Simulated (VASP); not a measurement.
# TaN (Fm-3m) in VASP: a series of runs

Runs on TaN. Level: PBE0. Tasks: single point.

All numbers are computed with VASP 6.6.1; they aren't measurements. Logs are shortened: lines on timing, memory, paths and dates and some standing lists are left out, and cuts for length are marked.

### Step 1. The cell of the first run

Symmetry: Fm-3m, No. 225, cubic system. Conventional cell: a = 4.452 Å, b = 4.452 Å, c = 4.452 Å, α = 90.00°, β = 90.00°, γ = 90.00°. Within 2.9 Å of Ta (site symmetry m-3m) lie 6 N at 2.23 Å. Within 2.9 Å of N (site symmetry m-3m) lie 6 Ta at 2.23 Å.

### Step 2. Single point, PBE0

Input file POSCAR:

```
TaN
1.0
    0.0000000000      2.2259679500      2.2259679500
    2.2259679500      0.0000000000      2.2259679500
    2.2259679500      2.2259679500      0.0000000000
Ta N
1 1
Direct
    0.5000000000      0.5000000000      0.5000000000
    0.0000000000      0.0000000000      0.0000000000
```

Input file INCAR.step1:

```
PREC = Accurate ; ENCUT = 520
EDIFF = 1E-5 ; ISMEAR = -1
SIGMA = 0.05 ; LREAL = False
LASPH = True ; NELM = 80
ALGO = Normal ; ISIF = 2
LWAVE = True ; GGA = PE
NBANDS = 15
```

Input file INCAR.step2:

```
PREC = Accurate ; ENCUT = 520
EDIFF = 1E-6 ; ISMEAR = -1
SIGMA = 0.05 ; LREAL = False
LASPH = True ; NELM = 80
ALGO = Normal ; ISIF = 2
LWAVE = False ; LCHARG = True
GGA = PE ; LHFCALC = True
AEXX = 0.25 ; PRECFOCK = Normal
LELF = True ; LVHAR = True
ISTART = 1 ; NBANDS = 15
```

Input file KPOINTS:

```
regular mesh
0
Gamma
  6 6 6
```

Potentials or basis: VASP PAW PBE potentials, release 64 (Ta_pv, N).

Run with:

```sh
cat potpaw_PBE.64/Ta_pv/POTCAR potpaw_PBE.64/N/POTCAR > POTCAR
cp INCAR.step1 INCAR
mpirun -np 1 vasp_std > vasp.out
cp INCAR.step2 INCAR
mpirun -np 1 vasp_std > vasp.out
```

OUTCAR:

```text
PREC = Accurate
   ENCUT = 520
   EDIFF = 1E-6
   ISMEAR = -1
   LREAL = False
   LASPH = True
   NELM = 80
   ISIF = 2
   GGA = PE
   LHFCALC = True
   AEXX = 0.25
   PRECFOCK = Normal
   ISTART = 1

 ion  position               nearest neighbor table
   1  0.500  0.500  0.500-   2 2.23   2 2.23   2 2.23   2 2.23   2 2.23   2 2.23
   2  0.000  0.000  0.000-   1 2.23   1 2.23   1 2.23   1 2.23   1 2.23   1 2.23

  LATTYP: Found a face centered cubic cell.
 ALAT       =     4.4519359000

  Lattice vectors:

 A1 = (   0.0000000000,   2.2259679500,   2.2259679500)
 A2 = (   2.2259679500,   0.0000000000,   2.2259679500)
 A3 = (   2.2259679500,   2.2259679500,   0.0000000000)

Analysis of symmetry for initial positions (statically):
=====================================================================
 Subroutine PRICEL returns:
 Original cell was already a primitive cell.

 Routine SETGRP: Setting up the symmetry group for a
 face centered cubic supercell.

 Subroutine GETGRP returns: Found 48 space group operations
 (whereof 48 operations were pure point group operations)
 out of a pool of 48 trial point group operations.

The static configuration has the point symmetry O_h .

Analysis of symmetry for dynamics (positions and initial velocities):
=====================================================================
 Subroutine PRICEL returns:
 Original cell was already a primitive cell.

 Routine SETGRP: Setting up the symmetry group for a
 face centered cubic supercell.

 Subroutine GETGRP returns: Found 48 space group operations
 (whereof 48 operations were pure point group operations)
 out of a pool of 48 trial point group operations.

The dynamic configuration has the point symmetry O_h .

 Subroutine INISYM returns: Found 48 space group operations
 (whereof 48 operations are pure point group operations),
 and found     1 'primitive' translations

----------------------------------------------------------------------------------------

                                     Primitive cell

  volume of cell :      22.0590

  direct lattice vectors                    reciprocal lattice vectors
     0.000000000  2.225967950  2.225967950    -0.224621383  0.224621383  0.224621383
     2.225967950  0.000000000  2.225967950     0.224621383 -0.224621383  0.224621383
     2.225967950  2.225967950  0.000000000     0.224621383  0.224621383 -0.224621383

  length of vectors
     3.147994064  3.147994064  3.147994064     0.389055648  0.389055648  0.389055648

  position of ions in fractional coordinates (direct lattice)
     0.500000000  0.500000000  0.500000000
     0.000000000  0.000000000  0.000000000

  ion indices of the primitive-cell ions
   primitive index   ion index
                 1           1
                 2           2

----------------------------------------------------------------------------------------

 KPOINTS: regular mesh

Automatic generation of k-mesh.
 Grid dimensions read from file:
 generate k-points for:    6    6    6

 Generating k-lattice:

  Cartesian coordinates                     Fractional coordinates (reciprocal lattice)
    -0.037436897  0.037436897  0.037436897     0.166666667  0.000000000  0.000000000
     0.037436897 -0.037436897  0.037436897     0.000000000  0.166666667  0.000000000
     0.037436897  0.037436897 -0.037436897     0.000000000  0.000000000  0.166666667

  Length of vectors
     0.064842608  0.064842608  0.064842608

  Shift w.r.t. Gamma in fractional coordinates (k-lattice)
     0.000000000  0.000000000  0.000000000

 Subroutine IBZKPT returns following result:
 ===========================================

 Found     16 irreducible k-points:

 Following reciprocal coordinates:
            Coordinates               Weight
  0.000000  0.000000  0.000000      1.000000
  0.166667  0.000000  0.000000      8.000000
  0.333333  0.000000  0.000000      8.000000
  0.500000  0.000000  0.000000      4.000000
  0.166667  0.166667  0.000000      6.000000
  0.333333  0.166667  0.000000     24.000000
[... 8 lines left out ...]
 -0.333333  0.333333  0.166667     24.000000
 -0.333333  0.500000  0.166667     12.000000
   k-points           NKPTS =     16   k-points in BZ     NKDIM =    216   number of bands    NBANDS=     15
   number of dos      NEDOS =    301   number of ions     NIONS =      2
   total plane-waves  NPLWV =  13824
   dimension x,y,z NGX =    24 NGY =   24 NGZ =   24
   dimension x,y,z NGXF=    48 NGYF=   48 NGZF=   48
   ions per type =               1   1
   NGX,Y,Z   is equivalent  to a cutoff of  12.67, 12.67, 12.67 a.u.
   NGXF,Y,Z  is equivalent  to a cutoff of  25.35, 25.35, 25.35 a.u.
 SYSTEM =  unknown system
   PREC   = accura    normal or accurate (medium, high low for compatibility)
   ISTART =      1    job   : 0-new  1-cont  2-samecut
   ICHARG =      0    charge: 1-file 2-atom 10-const
   ISPIN  =      1    spin polarized calculation?
   LNONCOLLINEAR =      F non collinear calculations
   LSORBIT =      F    spin-orbit coupling
   LASPH  =      T    aspherical Exc in radial PAW
   ENCUT  =  520.0 eV  38.22 Ry    6.18 a.u.   5.85  5.85  5.85*2*pi/ulx,y,z
   NELM   =     80;   NELMIN=  2; NELMDL=  0     # of ELM steps
   EDIFF  = 0.1E-05   stopping-criterion for ELM
   LREAL  =      F    real-space projection
   EDIFFG = 0.1E-04   stopping-criterion for IOM
   NSW    =      0    number of steps for IOM
   IBRION =     -1    ionic relax: 0-MD 1-quasi-New 2-CG
   NFREE  =      0    steps in history (QN), initial steepest desc. (CG)
   ISIF   =      2    stress and relaxation
   ISYM   =      3    0-nonsym 1-usesym 2-fastsym
   POTIM  = 0.5000    time-step for ionic-motion
   TEBEG  =    0.0;   TEEND  =   0.0 temperature during run
   PSTRESS=    0.0 pullay stress
   NELECT =      16.0000    total number of electrons
   NUPDOWN=      -1.0000    fix difference up-down
   EMIN   =  10.00;   EMAX   =-10.00  energy-range for DOS
   EFERMI =   0.00;   METHOD = LEGACY
   ISMEAR =    -1;   SIGMA  =   0.05  broadening in eV -4-tet -1-fermi 0-gaus
   EFERMI_NEDOS =   21; number of points for ismear=-14 and -15
   IALGO  =     38    algorithm
   IMIX   =      1    mixing-type and parameters
     AMIX     =   0.40;   BMIX     =  1.00
     AMIX_MAG =   1.60;   BMIX_MAG =  1.00
  volume/ion in A,a.u.               =      11.03        74.43
  Fermi-wavevector in a.u.,A,eV,Ry     =   1.470909  2.779616 29.437217  2.163574
  Thomas-Fermi vector in A             =   2.586109
   LORBIT       =      0    0 simple, 1 ext, 2 COOP (PROOUT), +10 PAW based schemes
   GGA     = PE    functional components
   LHFCALC =     T    Hartree Fock is set to
   PRECFOCK=normal    Normal, Fast or Accurate (Low or Medium for compatibility)
   ENCUT4O =  -1.0   cutoff for four orbital integrals eV
   NKREDX  =     1    reduce k-point grid by
   NKREDY  =     1    reduce k-point grid by
   NKREDZ  =     1    reduce k-point grid by
   AEXX    =    0.2500 exact exchange contribution
   HFSCREEN=    0.0000 screening length (either q_TF or 0.3 A-1)
   HFSCREENC=   0.0000 screening length for correlation (either q_TF or 0.3 A-1)
   ENCUTFOCK=  -1.0 apply spherical cutoff to Coloumb kernel
   IVDW    =     0    specifies the selected vdW correction
   LEPSILON=     F    determine dielectric tensor
   LRPA    =     F    only Hartree local field effects (RPA)
 non-spin polarized calculation
  energy-cutoff  :      520.00
  volume of cell :       22.06
 maximum number of plane-waves:       609
  NGX = 18; NGY = 18; NGZ = 18

 number of electron      16.0000002 magnetization

 Free energy of the ion-electron system (eV)
  ---------------------------------------------------
  ext. energy  EPLUGINS =         0.00000000
  ---------------------------------------------------
  free energy    TOTEN  =       -27.17115431 eV

  energy without entropy =      -27.16898081  energy(sigma->0) =      -27.17006756

 E-fermi :   9.2024     XC(G=0): -10.3937

 val. band max:        9.1471476828   @ k =   0.3333   0.0000   0.0000
 cond. band min:       9.6049127572   @ k =   0.1667   0.1667   0.0000
 fundamental gap:      0.4577650744
 Fermi energy:         9.2024099751

 k-point     1 :       0.0000    0.0000    0.0000
  band No.  band energies     occupation
      1     -29.7688      2.00000
      2     -29.7688      2.00000
      3     -29.7688      2.00000
      4     -12.1506      2.00000
      5       4.3416      2.00000
      6       4.3416      2.00000
      7       4.3416      2.00000
      8       6.5037      2.00000
      9       6.5037      2.00000
     10       6.5037      2.00000
     11       9.9531      0.00000
     12       9.9531      0.00000
     13      11.2814      0.00000
     14      19.3813      0.00000
     15      23.6221      0.00000

 k-point     2 :       0.1667    0.0000    0.0000
  band No.  band energies     occupation
      1     -29.9983      2.00000
      2     -29.7875      2.00000
      3     -29.7875      2.00000
      4     -11.5018      2.00000
      5       1.8205      2.00000
      6       2.7389      2.00000
      7       2.7389      2.00000
      8       7.4185      2.00000
      9       7.5426      2.00000
     10       7.5426      2.00000
     11      12.1349      0.00000
     12      12.1349      0.00000
     13      13.0566      0.00000
     14      21.2772      0.00000
     15      23.6221      0.00000
[... 221 lines left out ...]
      3     -29.9757      2.00000
      4      -9.9171      2.00000
      5      -0.6934      2.00000
      6       0.9052      2.00000
      7       1.1165      2.00000
      8       8.8398      1.99858
      9       9.6480      0.00027
     10      12.9303      0.00000
     11      14.6446      0.00000
     12      15.5595      0.00000
     13      19.9335      0.00000
     14      20.2757      0.00000
     15      22.9087      0.00000

 k-point    16 :      -0.3333    0.5000    0.1667
  band No.  band energies     occupation
      1     -30.3957      2.00000
      2     -30.1708      2.00000
      3     -30.0697      2.00000
      4     -10.3410      2.00000
      5       0.9704      2.00000
      6       1.0415      2.00000
      7       1.3110      2.00000
      8       6.4990      2.00000
      9      11.3397      0.00000
     10      13.4602      0.00000
     11      13.5692      0.00000
     12      14.8127      0.00000
     13      18.7291      0.00000
     14      20.5942      0.00000
     15      23.6238      0.00000

------------------------ aborting loop because EDIFF is reached ----------------------------------------

  FORCE on cell =-STRESS in cart. coord.  units (eV):
  Direction    XX          YY          ZZ          XY          YZ          ZX
  --------------------------------------------------------------------------------------
  -------------------------------------------------------------------------------------
  Total       -2.1906481     -2.1906481     -2.1906481      0.0000000     -0.0000000      0.0000000
  in kB     -159.1096375   -159.1096375   -159.1096375      0.0000000     -0.0000000      0.0000000
  external PRESSURE =    -159.1096375 kB  Pullay stress =       0.0000000 kB

 VOLUME and BASIS-vectors are now :
 -----------------------------------------------------------------------------
  energy-cutoff  :      520.00
  volume of cell :       22.06
      direct lattice vectors                 reciprocal lattice vectors
     0.000000000  2.225967950  2.225967950    -0.224621383  0.224621383  0.224621383
     2.225967950  0.000000000  2.225967950     0.224621383 -0.224621383  0.224621383
     2.225967950  2.225967950  0.000000000     0.224621383  0.224621383 -0.224621383

 POSITION                                       TOTAL-FORCE (eV/Angst)
 -----------------------------------------------------------------------------------
      2.22597      2.22597      2.22597         0.000000      0.000000      0.000000
      0.00000      0.00000      0.00000         0.000000     -0.000000      0.000000
 -----------------------------------------------------------------------------------
    total drift:                               -0.000000     -0.000000     -0.000000

  FREE ENERGIE OF THE ION-ELECTRON SYSTEM (eV)
  ---------------------------------------------------
  free  energy   TOTEN  =       -27.1711543081 eV

  energy  without entropy=      -27.1689808129  energy(sigma->0) =      -27.17006756
```

Run time: 17 min. Hardware: 1 thread of Intel Xeon Platinum 8375C at 2.90GHz (Ice Lake), shared host; peak memory 0.16 GiB.

Results:

- Free energy: -27.1712 eV
- Pressure: -15.9 GPa
- Band gap on the k mesh: zero (bands 8 and 9 overlap by 5.17 eV)

Levels at points of the mesh, in eV from the Fermi level:
```csv
k point,band 6,band 7,band 8,band 9,band 10,band 11
"(0.00, 0.00, 0.00)",-4.86,-4.86,-2.70,-2.70,-2.70,0.75
"(0.50, 0.00, 0.00)",-8.86,-8.86,2.47,2.47,2.58,4.29
"(0.50, 0.50, 0.00)",-6.46,-5.88,-5.88,2.87,4.25,4.25
```

Caveat: the k points lie up to 0.41 Å⁻¹ apart, too coarse for converged energies and pressures of a metal; the PAW data sets were made with another functional, which shifts forces and pressure a little; spin-orbit coupling is left out, which moves the levels of the heavy elements.

### Step 3. Single point, PBE0

This run uses another cell than the first one, of 11.25 Å³/atom.

Input file POSCAR:

```
TaN
1.0
    0.0000000000      2.2404226923      2.2404226923
    2.2404226923      0.0000000000      2.2404226923
    2.2404226923      2.2404226923      0.0000000000
Ta N
1 1
Direct
    0.5000000000      0.5000000000      0.5000000000
    0.0000000000      0.0000000000      0.0000000000
```

Input file INCAR.step1:

```
  PREC = Accurate
  ENCUT = 520
  EDIFF = 1E-5
  ISMEAR = -1
  SIGMA = 0.05
  LREAL = F
  LASPH = T
  NELM = 100
  ALGO = Normal
  ISIF = 2
  LWAVE = T
  NBANDS = 15
  GGA = PE
```

Input file INCAR.step2:

```
  PREC = Accurate
  ENCUT = 520
  EDIFF = 1E-6
  ISMEAR = -1
  SIGMA = 0.05
  LREAL = F
  LASPH = T
  NELM = 100
  ALGO = Normal
  ISIF = 2
  LWAVE = F
  LCHARG = T
  GGA = PE
  LHFCALC = T
  AEXX = 0.25
  PRECFOCK = Normal
  LELF = T
  LVHAR = T
  NBANDS = 15
  ISTART = 1
```

Input file KPOINTS:

```
Automatic mesh
0
Gamma
  6 6 6
```

Potentials or basis: VASP PAW PBE potentials, release 64 (Ta_pv, N).

Run with:

```sh
cat potpaw_PBE.64/Ta_pv/POTCAR potpaw_PBE.64/N/POTCAR > POTCAR
cp INCAR.step1 INCAR
mpirun -np 1 vasp_std > vasp.out
cp INCAR.step2 INCAR
mpirun -np 1 vasp_std > vasp.out
```

Run time: 18 min. Hardware: 1 thread of Intel Xeon Platinum 8375C at 2.90GHz (Ice Lake), shared host; peak memory 0.16 GiB.

Results (log left out):

```yaml
Free_energy: -27.1210 eV
Pressure: -21.4 GPa
Band_gap_on_the_k_mesh: zero (bands 8 and 9 overlap by 5.05 eV)
```

Levels at points of the mesh, in eV from the Fermi level:
```csv
k point,band 4,band 5,band 6,band 7,band 8,band 9,band 10,band 11,band 12,band 13
"(0.00, 0.00, 0.00)",-21.18,-4.79,-4.79,-4.79,-2.64,-2.64,-2.64,0.75,0.75,1.91
"(0.50, 0.00, 0.00)",-18.24,-11.76,-8.70,-8.70,2.41,2.41,2.52,4.23,8.37,8.37
"(0.50, 0.50, 0.00)",-19.86,-8.08,-6.31,-5.81,-5.81,2.82,4.14,4.14,5.09,7.31
```

Caveat: the k points lie up to 0.40 Å⁻¹ apart, too coarse for converged energies and pressures of a metal; the PAW data sets were made with another functional, which shifts forces and pressure a little; spin-orbit coupling is left out, which moves the levels of the heavy elements.
